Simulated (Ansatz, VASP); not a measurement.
**One calculation of Os, two programs**

```
Os
1.0
     2.73520    0.00000    0.00000
    -1.36760    2.36875    0.00000
     0.00000    0.00000    4.31900
Os
2
Direct
  0.33333 0.66667 0.25000
  0.66667 0.33333 0.75000
```

Alike in both runs: task relaxation of cell and atoms; functional RPBE; k mesh 13 × 13 × 7; occupations fermi-dirac, width 0.1 eV; no spin polarisation.

|  | VASP | Ansatz |
| --- | --- | --- |
| version | VASP 6.6.1 | Ansatz 0.2.0 |
| potentials or method | VASP PAW PBE potentials, release 64 (Os), cutoff 600 eV | plane waves (420 eV) with PAW, scalar-relativistic |
| valence electrons in the cell | 16 | 32 |

```tsv
	VASP	Ansatz	Ansatz less VASP
relaxed volume (Å³/atom)	14.42	14.43	+0.013
relaxed length of the cell vector where the two differ most in proportion (Å)	4.355	4.357	+0.0017
```

VASP's potentials were made for PBE, not for RPBE. VASP's potentials hold 16 valence electrons a cell and Ansatz's 32, so a difference there can come from the potentials and not from the codes.

Spin-orbit coupling is off throughout.
